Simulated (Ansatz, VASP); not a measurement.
**Two plane-wave programs on WC**

```
W C
1.0
     3.03864    0.00000    0.00000
    -1.51932    2.63154    0.00000
     0.00000    0.00000    3.07484
W C
1 1
Direct
  0.00000 0.00000 0.00000
  0.66667 0.33333 0.50000
```

Change from the starting cell: strain +0.040 along x and y, +0.080 along z, atoms carried along.

Alike in both runs: task single point; functional PBE; k mesh 24 × 24 × 22; occupations gaussian, width 0.15 eV; no spin polarisation.

|  | VASP | Ansatz |
| --- | --- | --- |
| version | VASP 6.6.1 | Ansatz 0.2.0 |
| potentials or method | VASP PAW PBE potentials, release 64 (W_sv, C), cutoff 520 eV | scalar-relativistic, plane waves, PAW |
| valence electrons in the cell | 18 | 18 |

Ansatz gave:

- gap on the k mesh at the Fermi level (eV): none
- pressure (GPa): -43.5
- traceless stress, the component that is largest in VASP (GPa): -17.23

Task: Which values does VASP return?

Result: gap on the k mesh at the Fermi level (eV): none; pressure (GPa): -43.0; traceless stress, the component that is largest in VASP (GPa): -17.13.

A gap of «none» marks a metal or a gap that the smearing closes. Both programs put the cell under strong tension, so it lies far from rest at this level. The functional is the same, so the differences come from potentials, cutoffs and numerics.

Neither program's run includes spin-orbit coupling. Noted on VASP's run: the cell as given lies far from equilibrium.
